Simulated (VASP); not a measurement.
Here is a VASP 6.6.1 calculation.

INCAR

```
SYSTEM = Cd2S
PREC     = Accurate       ! precision mode
ENCUT    = 520            ! plane-wave cutoff, eV
EDIFF    = 1E-7           ! SCF threshold, eV
ISMEAR   = 0              ! smearing method
SIGMA    = 0.1            ! smearing width, eV
LREAL    = .FALSE.        ! projectors in reciprocal space
LASPH    = .TRUE.         ! aspherical terms in the spheres
NELM     = 100            ! most SCF steps
ALGO     = Normal         ! electronic algorithm
ISIF     = 2              ! what is computed and relaxed
LWAVE    = .FALSE.        ! write WAVECAR
LCHARG   = .TRUE.         ! write CHGCAR
GGA      = PE             ! functional
LELF     = .TRUE.         ! ELF
LVHAR    = .TRUE.       
NBANDS   = 39             ! bands
```

File KPOINTS:

```
Automatic mesh
0
G
  4 4 4
  0 0 0
```

File POSCAR:

```
Cd2S
1.0
    4.0290953293      0.0733009554      0.0291788580
    0.3431816873      5.8954516741      0.0369438972
    0.2877467370      0.2613473965      6.7643890194
Cd S
4 2
Direct
    0.3993337168      0.4644837462      0.9117774188
    0.8961072509      0.4634900640      0.4109695514
    0.5576665674      0.0140679764      0.9625423103
    0.0572242339      0.0133407235      0.4626164883
    0.0447347053      0.7722554172      0.1260461501
    0.5449335256      0.7723620728      0.6260480809
```

Potentials or basis: VASP PAW PBE potentials, release 64 (Cd, S).

Command:

```bash
$ cat potpaw_PBE.64/Cd/POTCAR potpaw_PBE.64/S/POTCAR > POTCAR
$ mpirun -np 1 vasp_std > vasp.out
```

**Question.** Predict the band gap on the k mesh.

**Answer.** 0.27 eV.

**Question.** Predict the pressure.

**Answer.** 0.3 GPa.

**Question.** What does it give for the largest force?

**Answer.** 0.022 eV/Å.

Forces in eV/Å, atoms in the order of the input:
```
Cd  -0.006 -0.016 -0.004
Cd   0.000 -0.015 -0.004
Cd   0.006  0.017  0.001
Cd   0.007  0.021 -0.001
S   -0.002 -0.005  0.004
S   -0.004 -0.003  0.005
```

A k mesh can miss the band edges.
